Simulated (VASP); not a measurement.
# Mo (I4/mmm) in VASP: further runs

The runs below take Mo through single point, with PBEsol.

All numbers are computed with VASP 6.6.1; they aren't measurements. Logs are shortened: lines on timing, memory, paths and dates and some standing lists are left out, and cuts for length are marked.

### Step 1. The cell of the first run

The structure is tetragonal, space group I4/mmm (No. 139). Conventional cell: a = 3.189 Å, b = 3.189 Å, c = 3.236 Å, α = 90.00°, β = 90.00°, γ = 90.00°. Mo (site symmetry 4/mmm) has 14 Mo at 2.78 to 3.24 Å within 3.7 Å.

### Step 2. Single point, PBEsol (strain +0.015 along x and y, +0.030 along z)

The input, INCAR:

```
SYSTEM = Mo
PREC = Accurate ; ENCUT = 500
EDIFF = 1E-6 ; ISMEAR = 0
SIGMA = 0.15 ; LREAL = .False.
LASPH = .True. ; NELM = 120
ALGO = Normal ; ISIF = 2
LWAVE = .False. ; LCHARG = .True.
GGA = PS ; LELF = .True.
LVHAR = .True. ; NBANDS = 13
GGA_COMPAT = .False.
```

The input, KPOINTS:

```
Automatic mesh
0
Gamma
  22 22 22
  0 0 0
```

The input, POSCAR:

```
Mo
1.0
   -1.5945650000      1.5945650000      1.6181300000
    1.5945650000     -1.5945650000      1.6181300000
    1.5945650000      1.5945650000     -1.6181300000
Mo
1
Direct
    0.0000000000      0.0000000000      0.0000000000
```

Potentials or basis: VASP PAW PBE potentials, release 64 (Mo_sv).

Launch:

```
$ cat potpaw_PBE.64/Mo_sv/POTCAR > POTCAR
$ mpirun -np 1 vasp_std > vasp.out
```

OUTCAR:

```text
SYSTEM = Mo
   PREC = Accurate
   ENCUT = 500
   EDIFF = 1E-6
   ISMEAR = 0
   LREAL = .False.
   LASPH = .True.
   NELM = 120
   ISIF = 2
   GGA = PS

 ion  position               nearest neighbor table
   1  0.000  0.000  0.000-

  LATTYP: Found a body centered tetragonal cell.
 ALAT       =     3.1891300000
 C/A-ratio  =     1.0147783251

  Lattice vectors:

 A1 = (  -1.5945650000,   1.5945650000,   1.6181300000)
 A2 = (   1.5945650000,  -1.5945650000,   1.6181300000)
 A3 = (   1.5945650000,   1.5945650000,  -1.6181300000)

Analysis of symmetry for initial positions (statically):
=====================================================================
 Subroutine PRICEL returns:
 Original cell was already a primitive cell.

 Routine SETGRP: Setting up the symmetry group for a
 body centered tetragonal supercell.

 Subroutine GETGRP returns: Found 16 space group operations
 (whereof 16 operations were pure point group operations)
 out of a pool of 16 trial point group operations.

The static configuration has the point symmetry D_4h.

Analysis of symmetry for dynamics (positions and initial velocities):
=====================================================================
 Subroutine PRICEL returns:
 Original cell was already a primitive cell.

 Routine SETGRP: Setting up the symmetry group for a
 body centered tetragonal supercell.

 Subroutine GETGRP returns: Found 16 space group operations
 (whereof 16 operations were pure point group operations)
 out of a pool of 16 trial point group operations.

The dynamic configuration has the point symmetry D_4h.

 Subroutine INISYM returns: Found 16 space group operations
 (whereof 16 operations are pure point group operations),
 and found     1 'primitive' translations

----------------------------------------------------------------------------------------

                                     Primitive cell

  volume of cell :      16.4573

  direct lattice vectors                    reciprocal lattice vectors
    -1.594565000  1.594565000  1.618130000     0.000000000  0.313565142  0.308998659
     1.594565000 -1.594565000  1.618130000     0.313565142  0.000000000  0.308998659
     1.594565000  1.594565000 -1.618130000     0.313565142  0.313565142  0.000000000

  length of vectors
     2.775539547  2.775539547  2.775539547     0.440230927  0.440230927  0.443448076

  position of ions in fractional coordinates (direct lattice)
     0.000000000  0.000000000  0.000000000

  ion indices of the primitive-cell ions
   primitive index   ion index
                 1           1

----------------------------------------------------------------------------------------

 KPOINTS: Automatic mesh

Automatic generation of k-mesh.
 Grid dimensions read from file:
 generate k-points for:   22   22   22

 Generating k-lattice:

  Cartesian coordinates                     Fractional coordinates (reciprocal lattice)
     0.000000000  0.014252961  0.014045394     0.045454545  0.000000000  0.000000000
     0.014252961  0.000000000  0.014045394     0.000000000  0.045454545  0.000000000
     0.014252961  0.014252961  0.000000000     0.000000000  0.000000000  0.045454545

  Length of vectors
     0.020010497  0.020010497  0.020156731

  Shift w.r.t. Gamma in fractional coordinates (k-lattice)
     0.000000000  0.000000000  0.000000000

 Subroutine IBZKPT returns following result:
 ===========================================

 Found    834 irreducible k-points:

 Following reciprocal coordinates:
            Coordinates               Weight
  0.000000  0.000000  0.000000      1.000000
  0.045455  0.000000 -0.000000      8.000000
  0.090909  0.000000 -0.000000      8.000000
  0.136364  0.000000 -0.000000      8.000000
  0.181818  0.000000  0.000000      8.000000
  0.227273  0.000000  0.000000      8.000000
[... 16 lines left out ...]
  0.500000  0.045455  0.000000     16.000000
 -0.454545  0.045455  0.000000     16.000000
 [... further k-points ...]
   k-points           NKPTS =    834   k-points in BZ     NKDIM =    834   number of bands    NBANDS=     13
   number of dos      NEDOS =    301   number of ions     NIONS =      1
   total plane-waves  NPLWV =   8000
   dimension x,y,z NGX =    20 NGY =   20 NGZ =   20
   dimension x,y,z NGXF=    40 NGYF=   40 NGZF=   40
   ions per type =               1
   NGX,Y,Z   is equivalent  to a cutoff of  11.98, 11.98, 11.98 a.u.
   NGXF,Y,Z  is equivalent  to a cutoff of  23.96, 23.96, 23.96 a.u.
 SYSTEM =  Mo
   PREC   = accura    normal or accurate (medium, high low for compatibility)
   ISTART =      0    job   : 0-new  1-cont  2-samecut
   ICHARG =      2    charge: 1-file 2-atom 10-const
   ISPIN  =      1    spin polarized calculation?
   LNONCOLLINEAR =      F non collinear calculations
   LSORBIT =      F    spin-orbit coupling
   LASPH  =      T    aspherical Exc in radial PAW
   ENCUT  =  500.0 eV  36.75 Ry    6.06 a.u.   5.06  5.06  5.06*2*pi/ulx,y,z
   NELM   =    120;   NELMIN=  2; NELMDL= -5     # of ELM steps
   EDIFF  = 0.1E-05   stopping-criterion for ELM
   LREAL  =      F    real-space projection
   EDIFFG = 0.1E-04   stopping-criterion for IOM
   NSW    =      0    number of steps for IOM
   IBRION =     -1    ionic relax: 0-MD 1-quasi-New 2-CG
   NFREE  =      0    steps in history (QN), initial steepest desc. (CG)
   ISIF   =      2    stress and relaxation
   ISYM   =      2    0-nonsym 1-usesym 2-fastsym
   POTIM  = 0.5000    time-step for ionic-motion
   TEBEG  =    0.0;   TEEND  =   0.0 temperature during run
   PSTRESS=    0.0 pullay stress
   NELECT =      14.0000    total number of electrons
   NUPDOWN=      -1.0000    fix difference up-down
   EMIN   =  10.00;   EMAX   =-10.00  energy-range for DOS
   EFERMI =   0.00;   METHOD = LEGACY
   ISMEAR =     0;   SIGMA  =   0.15  broadening in eV -4-tet -1-fermi 0-gaus
   EFERMI_NEDOS =   21; number of points for ismear=-14 and -15
   IALGO  =     38    algorithm
   IMIX   =      4    mixing-type and parameters
     AMIX     =   0.40;   BMIX     =  1.00
     AMIX_MAG =   1.60;   BMIX_MAG =  1.00
  volume/ion in A,a.u.               =      16.46       111.06
  Fermi-wavevector in a.u.,A,eV,Ry     =   1.551190  2.931323 32.738192  2.406189
  Thomas-Fermi vector in A             =   2.655745
   LORBIT       =      0    0 simple, 1 ext, 2 COOP (PROOUT), +10 PAW based schemes
   GGA     = PS    functional components
   LHFCALC =     F    Hartree Fock is set to
   AEXX    =    0.0000 exact exchange contribution
   IVDW    =     0    specifies the selected vdW correction
   LEPSILON=     F    determine dielectric tensor
   LRPA    =     F    only Hartree local field effects (RPA)
 non-spin polarized calculation
 Gauss-broadening in eV      SIGMA  =   0.15
  energy-cutoff  :      500.00
  volume of cell :       16.46
 maximum number of plane-waves:       430
   NGX = 11   NGY = 11   NGZ = 11

 number of electron      14.0000003 magnetization

 Free energy of the ion-electron system (eV)
  ---------------------------------------------------
  ext. energy  EPLUGINS =         0.00000000
  ---------------------------------------------------
  free energy    TOTEN  =       -11.71811472 eV

  energy without entropy =      -11.71035320  energy(sigma->0) =      -11.71423396

 E-fermi :  11.6304     XC(G=0): -13.2404

 val. band max:       11.6256129991   @ k =  -0.1364  -0.1364   0.0909
 cond. band min:      11.6313588427   @ k =  -0.2273   0.3636   0.1364
 fundamental gap:      0.0057458435
 Fermi energy:        11.6303744024

 k-point     1 :       0.0000    0.0000    0.0000
  band No.  band energies     occupation
      1     -49.5413      2.00000
      2     -22.9412      2.00000
      3     -22.9360      2.00000
      4     -22.9360      2.00000
      5       4.5470      2.00000
      6      10.3327      2.00000
      7      10.3327      2.00000
      8      10.4884      2.00000
      9      13.1061      0.00000
     10      13.3036      0.00000
     11      26.2030      0.00000
     12      26.4725      0.00000
     13      26.4725      0.00000

 k-point     2 :       0.0455    0.0000   -0.0000
  band No.  band energies     occupation
      1     -49.5370      2.00000
      2     -22.9647      2.00000
      3     -22.9440      2.00000
      4     -22.9385      2.00000
      5       4.6338      2.00000
      6      10.3267      2.00000
      7      10.3278      2.00000
      8      10.5260      2.00000
      9      13.0501      0.00000
     10      13.2881      0.00000
     11      26.3139      0.00000
     12      26.5896      0.00000
     13      26.6172      0.00000

 k-point     3 :       0.0909    0.0000   -0.0000
  band No.  band energies     occupation
      1     -49.5245      2.00000
      2     -23.0396      2.00000
      3     -22.9671      2.00000
      4     -22.9389      2.00000
      5       4.8867      2.00000
      6      10.2181      2.00000
      7      10.3008      2.00000
      8      10.7383      2.00000
      9      12.8916      0.00000
     10      13.2722      0.00000
     11      26.5370      0.00000
     12      26.9625      0.00000
     13      27.0431      0.00000

 k-point     4 :       0.1364    0.0000   -0.0000
  band No.  band energies     occupation
      1     -49.5047      2.00000
      2     -23.1566      2.00000
      3     -23.0034      2.00000
      4     -22.9393      2.00000
      5       5.2810      2.00000
      6      10.0197      2.00000
      7      10.2386      2.00000
      8      11.1213      2.00000
      9      12.7100      0.00000
     10      13.2739      0.00000
     11      26.7332      0.00000
     12      27.4567      0.00000
     13      27.7281      0.00000

 k-point     5 :       0.1818    0.0000    0.0000
  band No.  band energies     occupation
      1     -49.4792      2.00000
      2     -23.3049      2.00000
      3     -23.0497      2.00000
      4     -22.9397      2.00000
      5       5.7682      2.00000
      6       9.7729      2.00000
      7      10.1459      2.00000
      8      11.6481      0.86752
      9      12.6027      0.00000
     10      13.2952      0.00000
     11      26.7550      0.00000
     12      27.7501      0.00000
     13      28.6402      0.00000
[... 257 lines left out ...]
 k-point    22 :       0.4545    0.0455   -0.0000
  band No.  band energies     occupation
      1     -49.3260      2.00000
      2     -24.1239      2.00000
      3     -23.3213      2.00000
      4     -22.9530      2.00000
      5       6.6786      2.00000
      6       8.5614      2.00000
      7      12.6242      0.00000
      8      13.1159      0.00000
      9      13.9882      0.00000
     10      16.1827      0.00000
     11      22.4867      0.00000
     12      23.6410      0.00000
     13      28.3359      0.00000

 k-point    23 :       0.5000    0.0455    0.0000
  band No.  band energies     occupation
      1     -49.3259      2.00000
      2     -24.1242      2.00000
      3     -23.3212      2.00000
      4     -22.9532      2.00000
      5       6.6783      2.00000
      6       8.5607      2.00000
      7      12.5968      0.00000
      8      13.1550      0.00000
      9      13.9858      0.00000
     10      16.1802      0.00000
     11      22.4839      0.00000
     12      23.6344      0.00000
     13      28.3386      0.00000

 k-point    24 :      -0.4545    0.0455    0.0000
  band No.  band energies     occupation
      1     -49.3345      2.00000
      2     -24.0802      2.00000
      3     -23.3058      2.00000
      4     -22.9532      2.00000
      5       6.7333      2.00000
      6       8.6208      2.00000
      7      12.1627      0.00000
      8      13.1832      0.00000
      9      13.8734      0.00000
     10      15.8077      0.00000
     11      23.0149      0.00000
     12      23.8648      0.00000
     13      28.8865      0.00000

 [... further k-points ...]

------------------------ aborting loop because EDIFF is reached ----------------------------------------

  FORCE on cell =-STRESS in cart. coord.  units (eV):
  Direction    XX          YY          ZZ          XY          YZ          ZX
  --------------------------------------------------------------------------------------
  -------------------------------------------------------------------------------------
  Total       -1.5766964     -1.5766964     -1.9782174      0.0000000      0.0000000     -0.0000000
  in kB     -153.4973243   -153.4973243   -192.5868961      0.0000000      0.0000000     -0.0000000
  external PRESSURE =    -166.5271816 kB  Pullay stress =       0.0000000 kB

 VOLUME and BASIS-vectors are now :
 -----------------------------------------------------------------------------
  energy-cutoff  :      500.00
  volume of cell :       16.46
      direct lattice vectors                 reciprocal lattice vectors
    -1.594565000  1.594565000  1.618130000     0.000000000  0.313565142  0.308998659
     1.594565000 -1.594565000  1.618130000     0.313565142  0.000000000  0.308998659
     1.594565000  1.594565000 -1.618130000     0.313565142  0.313565142  0.000000000

 POSITION                                       TOTAL-FORCE (eV/Angst)
 -----------------------------------------------------------------------------------
      0.00000      0.00000      0.00000        -0.000000      0.000000     -0.000000
 -----------------------------------------------------------------------------------
    total drift:                                0.000000      0.000000      0.000000

  FREE ENERGIE OF THE ION-ELECTRON SYSTEM (eV)
  ---------------------------------------------------
  free  energy   TOTEN  =       -11.7181147207 eV

  energy  without entropy=      -11.7103532032  energy(sigma->0) =      -11.71423396
```

It took 3 min on 1 thread of Intel Xeon 8259CL, shared host; peak memory 0.26 GiB.

Results:

- Free energy: -11.7181 eV
- Pressure: -16.7 GPa
- Band gap on the k mesh: zero (bands 7 and 8 overlap by 4.87 eV)

Caveat: the cell differs from its parent crystal (strain +0.015 along x and y, +0.030 along z); the cell stands under tension; the PAW data sets were made with another functional, which shifts forces and pressure a little.

### Step 3. Single point, PBEsol (strain +0.030 along x and y, +0.015 along z)

The input, INCAR:

```
SYSTEM = Mo
PREC = Accurate ; ENCUT = 500
EDIFF = 1E-6 ; ISMEAR = 0
SIGMA = 0.15 ; LREAL = .FALSE.
LASPH = .TRUE. ; NELM = 120
ALGO = Normal ; ISIF = 2
LWAVE = .FALSE. ; LCHARG = .FALSE.
GGA = PS ; NBANDS = 13
GGA_COMPAT = .FALSE.
```

The input, KPOINTS:

```
regular mesh
0
G
  22 22 22
  0 0 0
```

The input, POSCAR:

```
Mo
1.0
   -1.6181300000      1.6181300000      1.5945650000
    1.6181300000     -1.6181300000      1.5945650000
    1.6181300000      1.6181300000     -1.5945650000
Mo
1
Direct
    0.0000000000      0.0000000000      0.0000000000
```

Potentials or basis: VASP PAW PBE potentials, release 64 (Mo_sv).

Launch:

```
$ cat potpaw_PBE.64/Mo_sv/POTCAR > POTCAR
$ mpirun -np 1 vasp_std > vasp.out
```

Run time: 2.9 min. Hardware: 1 thread of Intel Xeon 8259CL, shared host; peak memory 0.26 GiB.

It converged, with:

```
Free energy            : -11.6906 eV
Pressure               : -19.6 GPa
Band gap on the k mesh : zero (bands 7 and 8 overlap by 4.84 eV)
```

Stress tensor (GPa, compression positive):
```
-20.86   0.00   0.00
  0.00 -20.86   0.00
  0.00   0.00 -17.00
```

Levels at points of the mesh, in eV from the Fermi level:
| k point | band 4 | band 5 | band 6 | band 7 | band 8 | band 9 | band 10 | band 11 |
| --- | --- | --- | --- | --- | --- | --- | --- | --- |
| (0.00, 0.00, 0.00) | -34.59 | -7.03 | -1.32 | -1.17 | -1.17 | 1.45 | 1.65 | 14.64 |
| (0.50, 0.00, 0.00) | -34.61 | -4.94 | -3.14 | 1.44 | 1.60 | 2.18 | 4.36 | 10.72 |
| (0.50, 0.50, 0.00) | -34.60 | -4.93 | -2.97 | 1.33 | 1.42 | 2.06 | 4.33 | 10.58 |
| (0.50, 0.50, 0.50) | -35.37 | -4.97 | -4.94 | 3.65 | 3.65 | 3.70 | 8.43 | 8.43 |

Caveat: the cell differs from its parent crystal (strain +0.030 along x and y, +0.015 along z); the cell stands under tension; the PAW data sets were made with another functional, which shifts forces and pressure a little.
